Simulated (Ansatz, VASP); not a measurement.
## One calculation of Re, two programs

File INCAR:

```
ALGO = Normal
EDIFF = 1E-7
ENCUT = 520
GGA = CA
ISIF = 2
ISMEAR = -1
LASPH = True
LCHARG = False
LREAL = False
LWAVE = False
NBANDS = 14
NELM = 80
PREC = Accurate
SIGMA = 0.08
```

File KPOINTS:

```
k-points
0
Gamma
  18 18 10
```

Contents of POSCAR:

```
Re
1.0
    2.6233866484      0.0000000000      0.0000000000
   -1.3116933242      2.2719194815      0.0000000000
    0.0000000000      0.0000000000      4.2329553620
Re
2
Direct
    0.3333333333      0.6666666667      0.2500000000
    0.6666666667      0.3333333333      0.7500000000
```

Input for Ansatz:

```yaml
crystal:
  lattice:
    - [2.6233866484, 0.0, 0.0]
    - [-1.3116933242, 2.2719194815, 0.0]
    - [0.0, 0.0, 4.232955362]
  atoms:
    - { symbol: Re, position: [0.3333333333, 0.6666666667, 0.25] }
    - { symbol: Re, position: [0.6666666667, 0.3333333333, 0.75] }
kpoints:
  mp_grid: { grid: [18, 18, 10] }
scf:
  occupations: { method: fermi_dirac, width: 0.08 }
hamiltonian:
  xc: lda
  pseudopotentials: { kind: paw }
output:
  forces: true
  stress: true
  eigenvalues: true
  populations: true
```

Change from the starting cell: volume scaled by 0.88, PAW files.

Alike in both runs: task single point; functional LDA; k mesh 18 × 18 × 10; occupations fermi-dirac, width 0.08 eV; no spin polarisation.

|  | VASP | Ansatz |
| --- | --- | --- |
| version | VASP 6.6.1 | Ansatz 0.2.0 |
| potentials or method | VASP PAW LDA potentials, release 64 (Re) | PAW with Ansatz's default frozen-core files, scalar-relativistic |
| plane-wave cutoff (eV) | 520 | 420 |
| valence electrons in the cell | 14 | 30 |

```tsv
	VASP	Ansatz	Ansatz less VASP
pressure (GPa)	72.4	68.2	-4.20
traceless stress, the component that is largest in VASP (GPa)	-0.12	0.00	+0.124
```

LDA's correlation is that of Perdew and Zunger in VASP and of Perdew and Wang (1992) in Ansatz. Both programs put the cell under a high pressure, so it lies far from rest at this level. VASP's potentials hold 14 valence electrons a cell and Ansatz's 30, so a difference there can come from the potentials and not from the codes.

Spin-orbit coupling is off throughout. Noted on VASP's run: the cell as given lies far from equilibrium.
